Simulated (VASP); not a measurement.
Runs of VASP 6.6.1 on I. The structure is that of space group Fmmm (No. 69), or close to it. The cells are those of the table. 

```csv
task,level,cell,k mesh,cutoff (eV),smearing,grid for exact exchange (PRECFOCK),share of exact exchange,gap on the mesh (eV),pressure (GPa)
single point,PBEsol,"a = 4.570, b = 4.482, c = 3.225 Å, angles 70.6, 67.7, 41.7°, 1 atom",5 × 5 × 5,520,fermi-dirac 0.05 eV,-,-,none,(b)
single point,r2SCAN50,"a = 4.539, b = 4.452, c = 3.204 Å, angles 70.6, 67.7, 41.7°, 1 atom",5 × 5 × 5,520,fermi-dirac 0.05 eV,Normal,0.5,none,-2.2
single point,PBE,"a = 4.570, b = 4.482, c = 3.225 Å, angles 70.6, 67.7, 41.7°, 1 atom",9 × 9 × 9,520,gaussian 0.016 eV,-,-,none,0.4
single point,PBE,"a = 4.570, b = 4.482, c = 3.225 Å, angles 70.6, 67.7, 41.7°, 1 atom",9 × 9 × 9,520,gaussian 0.023 eV,-,-,none,0.4
single point,r2SCAN,"a = 4.570, b = 4.482, c = 3.225 Å, angles 70.6, 67.7, 41.7°, 1 atom",5 × 5 × 5,520,fermi-dirac 0.05 eV,-,-,none,-0.1
single point,r2SCAN50,"a = 4.600, b = 4.512, c = 3.247 Å, angles 70.6, 67.7, 41.7°, 1 atom",5 × 5 × 5,520,fermi-dirac 0.05 eV,Normal,0.5,none,(a)
single point,PBEsol-based global hybrid with 25 % exact exchange,"a = 4.600, b = 4.512, c = 3.247 Å, angles 70.6, 67.7, 41.7°, 1 atom",5 × 5 × 5,520,fermi-dirac 0.05 eV,Normal,0.25,none,-2.9
relaxation of cell and atoms,RPBE+D4,"relaxed from a = 4.570, b = 4.482, c = 3.225 Å, angles 70.6, 67.7, 41.7°, 1 atom",9 × 9 × 9,600,fermi-dirac 0.05 eV,-,-,none,0.0
```

Alike in all rows: potentials or basis VASP PAW PBE potentials, release 64 (I); no spin polarisation.

Task: Estimate the missing entries.

Result: (a) -3.2; (b) -1.4.

Caveats: some runs use coarse meshes; spin-orbit coupling is left out, which moves the levels of the heavy elements; an odd number of electrons without spin polarisation forces a metal; a magnetic or distorted state may lie lower; the PAW data sets were made with another functional, which shifts forces and pressure a little (at least some runs).

A k mesh can miss the band edges, and the runs leave out spin-orbit coupling on I.

A gap of «none» marks levels without a gap at the run's occupations.
